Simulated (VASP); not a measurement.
# Ir (I4/mmm) in VASP: a series of runs, part 2 of 2

VASP 6.6.1. Earlier steps stand in the parts before.

## 3. Single point, LDA

This run uses another cell than the first one, of the same volume but with other edges.

Input file INCAR:

```
SYSTEM = Ir
ALGO = Normal ; EDIFF = 1E-6
ENCUT = 500 ; GGA = CA
GGA_COMPAT = .FALSE. ; ISIF = 2
ISMEAR = 0 ; LASPH = .TRUE.
LCHARG = .FALSE. ; LREAL = .FALSE.
LWAVE = .FALSE. ; NBANDS = 14
NELM = 120 ; PREC = Accurate
SIGMA = 0.15
```

Input file KPOINTS:

```
k-points
0
G
  8 8 8
  0 0 0
```

Input file POSCAR:

```
Ir
1.0
    0.0000000000      1.8065068646      2.1678082376
    1.8065068646      0.0000000000      2.1678082376
    1.8065068646      1.8065068646      0.0000000000
Ir
1
Direct
    0.0000000000      0.0000000000      0.0000000000
```

Potentials or basis: VASP PAW LDA potentials, release 64 (Ir_sv_GW).

Run with:

```bash
$ cat potpaw_LDA.64/Ir_sv_GW/POTCAR > POTCAR
$ mpirun -np 1 vasp_std > vasp.out
```

OUTCAR:

```text
SYSTEM = Ir
   EDIFF = 1E-6
   ENCUT = 500
   GGA = CA
   ISIF = 2
   ISMEAR = 0
   LASPH = .TRUE.
   LREAL = .FALSE.
   NELM = 120
   PREC = Accurate

 ion  position               nearest neighbor table
   1  0.000  0.000  0.000-

  LATTYP: Found a body centered tetragonal cell.
 ALAT       =     2.5547865084
 C/A-ratio  =     1.6970562749

  Lattice vectors:

 A1 = (  -1.8065068646,   0.0000000000,   2.1678082376)
[... 586 lines left out ...]
     11      24.2838      0.00000
     12      27.9611      0.00000
     13      31.9072      0.00000
     14      34.1330      0.00000

 [... further k-points ...]

------------------------ aborting loop because EDIFF is reached ----------------------------------------

  FORCE on cell =-STRESS in cart. coord.  units (eV):
  Direction    XX          YY          ZZ          XY          YZ          ZX
  --------------------------------------------------------------------------------------
  -------------------------------------------------------------------------------------
  Total        1.6069860      1.6069860     -3.4061158      0.0000000      0.0000000     -0.0000000
  in kB      181.9669823    181.9669823   -385.6913543      0.0000000      0.0000000     -0.0000000
  external PRESSURE =      -7.2524632 kB  Pullay stress =       0.0000000 kB

 VOLUME and BASIS-vectors are now :
 -----------------------------------------------------------------------------
  energy-cutoff  :      500.00
  volume of cell :       14.15
      direct lattice vectors                 reciprocal lattice vectors
     0.000000000  1.806506865  2.167808238    -0.276777249  0.276777249  0.230647707
     1.806506865  0.000000000  2.167808238     0.276777249 -0.276777249  0.230647707
     1.806506865  1.806506865  0.000000000     0.276777249  0.276777249 -0.230647707

 POSITION                                       TOTAL-FORCE (eV/Angst)
 -----------------------------------------------------------------------------------
      0.00000      0.00000      0.00000        -0.000000      0.000000      0.000000
 -----------------------------------------------------------------------------------
    total drift:                                0.000000      0.000000      0.000000

  FREE ENERGIE OF THE ION-ELECTRON SYSTEM (eV)
  ---------------------------------------------------
  free  energy   TOTEN  =       -10.4958524314 eV

  energy  without entropy=      -10.4771034578  energy(sigma->0) =      -10.48647794
```

Run time: 6.8 s. Hardware: 1 thread of Intel Xeon 6975P-C (Granite Rapids), shared host; peak memory 0.14 GiB.

Results:

* Free energy: -10.4959 eV
* Pressure: -0.7 GPa

Stress tensor (GPa, compression positive):
```
 18.20   0.00   0.00
  0.00  18.20   0.00
  0.00   0.00 -38.57
```

Caveat: spin-orbit coupling is left out, which moves the levels of the heavy elements.

## 4. Single point, LDA

This run uses another cell than the first one, of the same volume but with other edges.

Input file INCAR:

```
PREC = Accurate
ENCUT = 500
EDIFF = 1E-6
ISMEAR = 0
SIGMA = 0.15
LREAL = False
LASPH = True
NELM = 120
ALGO = Normal
ISIF = 2
LWAVE = False
LCHARG = False
GGA = CA
NBANDS = 14
GGA_COMPAT = False
```

Input file KPOINTS:

```
Automatic mesh
0
Gamma
  8 8 8
```

Input file POSCAR:

```
Ir
1.0
    0.0000000000      2.0265643084      1.7225796622
    2.0265643084      0.0000000000      1.7225796622
    2.0265643084      2.0265643084      0.0000000000
Ir
1
Direct
    0.0000000000      0.0000000000      0.0000000000
```

Run with:

```bash
$ cat potpaw_LDA.64/Ir_sv_GW/POTCAR > POTCAR
$ mpirun -np 1 vasp_std > vasp.out
```

Wall time 6.3 s (1 thread of Intel Xeon 6975P-C (Granite Rapids), shared host); peak memory 0.13 GiB.

Results (log left out):

```
Free energy : -10.5884 eV
Pressure    : -4.1 GPa
```

Stress tensor (GPa, compression positive):
```
-18.26   0.00   0.00
  0.00 -18.26   0.00
  0.00   0.00  24.15
```

Levels at points of the mesh, in eV from the Fermi level:
| k point | band 5 | band 6 | band 7 | band 8 | band 9 | band 10 | band 11 | band 12 |
| --- | --- | --- | --- | --- | --- | --- | --- | --- |
| (0.00, 0.00, 0.00) | -11.06 | -4.30 | -4.30 | -2.57 | -2.43 | -0.22 | 14.14 | 17.50 |
| (0.50, 0.00, 0.00) | -8.06 | -5.03 | -2.64 | -0.60 | 0.25 | 1.60 | 7.54 | 13.01 |
| (0.50, 0.50, 0.00) | -7.71 | -7.47 | 0.95 | 1.55 | 1.55 | 4.27 | 9.67 | 9.67 |
| (0.50, 0.00, 0.50) | -7.94 | -7.00 | 0.52 | 0.53 | 0.70 | 2.16 | 9.29 | 11.71 |

Caveat: spin-orbit coupling is left out, which moves the levels of the heavy elements.

## 5. Single point, LDA

This run uses another cell than the first one, of the same volume but with other edges.

Input file INCAR:

```
ALGO = Normal
EDIFF = 1E-6
ENCUT = 500
GGA_COMPAT = F
ISIF = 2
ISMEAR = 0
LASPH = T
LCHARG = F
LREAL = F
LWAVE = F
NBANDS = 14
NELM = 120
PREC = Accurate
SIGMA = 0.15
```

Input file KPOINTS:

```
k-points
0
Gamma
  8 8 8
```

Input file POSCAR:

```
Ir
1.0
    0.0000000000      2.0854598384      1.6266586740
    2.0854598384      0.0000000000      1.6266586740
    2.0854598384      2.0854598384      0.0000000000
Ir
1
Direct
    0.0000000000      0.0000000000      0.0000000000
```

Run with:

```bash
$ cat potpaw_LDA.64/Ir_sv_GW/POTCAR > POTCAR
$ mpirun -np 1 vasp_std > vasp.out
```

Run time: 5.6 s. Hardware: 1 thread of Intel Xeon 6975P-C (Granite Rapids), shared host; peak memory 0.13 GiB.

It converged, with:

| Item | Value |
| --- | --- |
| Free energy | -10.3654 eV |
| Pressure | -0.1 GPa |

Stress tensor (GPa, compression positive):
```
-14.60   0.00   0.00
  0.00 -14.60   0.00
  0.00   0.00  28.87
```

Levels at points of the mesh, in eV from the Fermi level:
| k point | band 6 | band 7 | band 8 | band 9 | band 10 | band 11 |
| --- | --- | --- | --- | --- | --- | --- |
| (0.00, 0.00, 0.00) | -4.12 | -4.12 | -3.16 | -1.55 | -0.10 | 14.92 |
| (0.50, 0.00, 0.00) | -5.36 | -1.68 | -0.36 | 0.03 | 2.04 | 7.91 |
| (0.50, 0.50, 0.00) | -7.44 | 1.22 | 1.63 | 1.63 | 5.93 | 8.87 |
| (0.50, 0.00, 0.50) | -6.45 | 0.07 | 0.22 | 0.32 | 2.37 | 8.83 |

Caveat: spin-orbit coupling is left out, which moves the levels of the heavy elements.

## 6. Summary

```csv
cell,gap on the mesh (eV),pressure (GPa)
"a = 2.962, b = 2.962, c = 2.419 Å, angles 65.9, 65.9, 48.2°, 1 atom",none,22.6
"a = 2.822, b = 2.822, c = 2.555 Å, angles 63.1, 63.1, 53.8°, 1 atom",none,-0.7
"a = 2.660, b = 2.660, c = 2.866 Å, angles 57.4, 57.4, 65.2°, 1 atom",none,-4.1
"a = 2.645, b = 2.645, c = 2.949 Å, angles 56.1, 56.1, 67.8°, 1 atom",none,-0.1
```

Alike in all rows: task single point; level LDA; potentials or basis VASP PAW LDA potentials, release 64 (Ir_sv_GW); no spin polarisation; k mesh 8 × 8 × 8; cutoff (eV) 500; smearing gaussian 0.15 eV.

Caveats: some runs use coarse meshes; spin-orbit coupling is left out, which moves the levels of the heavy elements.

Absolute energies hang on the potentials; compare differences alone.
